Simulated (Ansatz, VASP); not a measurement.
# P: VASP beside Ansatz

```
P
1.0
     3.19800    0.00000    0.00000
    -1.59900    2.76955    0.00000
     0.00000    0.00000   28.00000
P
2
Cartesian
  0.0000 1.8464 14.0000
  1.5990 0.9232 14.0000
```

Alike in both runs: task single point; functional PBE; dispersion D3(BJ); k mesh 9 × 9 × 1; occupations gaussian, width 0.02 eV; no spin polarisation.

|  | VASP | Ansatz |
| --- | --- | --- |
| version | VASP 6.6.1 | Ansatz 0.2.0 |
| potentials or method | VASP PAW PBE potentials, release 64 (P), cutoff 520 eV | scalar-relativistic, plane waves, PAW |
| valence electrons in the cell | 10 | 10 |

Ansatz gave:

* gap on the k mesh at the Fermi level (eV): none
* work function, face that differs most (eV): 3.53

Task: Which values does VASP return?

Result: gap on the k mesh at the Fermi level (eV): none; work function, face that differs most (eV): 3.51.

A gap of «none» marks a metal or a gap that the smearing closes.
